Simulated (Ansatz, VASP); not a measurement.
# Two plane-wave programs on Cr

```
Cr
1.0
     3.84928    0.00000    0.00013
    -1.92464    3.33357   -0.00013
    -1.92461    1.11117    0.85037
Cr
1
Direct
  0.00000 0.00000 0.00000
```

Alike in both runs: task single point; functional r2SCAN; k mesh 9 × 9 × 39; occupations tetrahedron; no spin polarisation.

```csv
,VASP,Ansatz
version,VASP 6.6.1,Ansatz 0.2.0
potentials or method,"VASP PAW PBE potentials, release 64 (Cr_pv), cutoff 520 eV","scalar-relativistic, plane waves, PAW"
valence electrons in the cell,12,14
```

```tsv
	VASP	Ansatz	Ansatz less VASP
gap on the k mesh at the Fermi level (eV)	none	none	-
pressure (GPa)	13.3	12.2	-1.13
traceless stress, the component that is largest in VASP (GPa)	-11.93	-11.68	+0.252
```

VASP's potentials were made for PBE, not for r2SCAN. A gap of «none» marks a metal or a gap that the smearing closes. VASP's potentials hold 12 valence electrons a cell and Ansatz's 14, so a difference there can come from the potentials and not from the codes. Ansatz's warnings: band table not solved further, tetrahedron derivatives may miss energy slope.
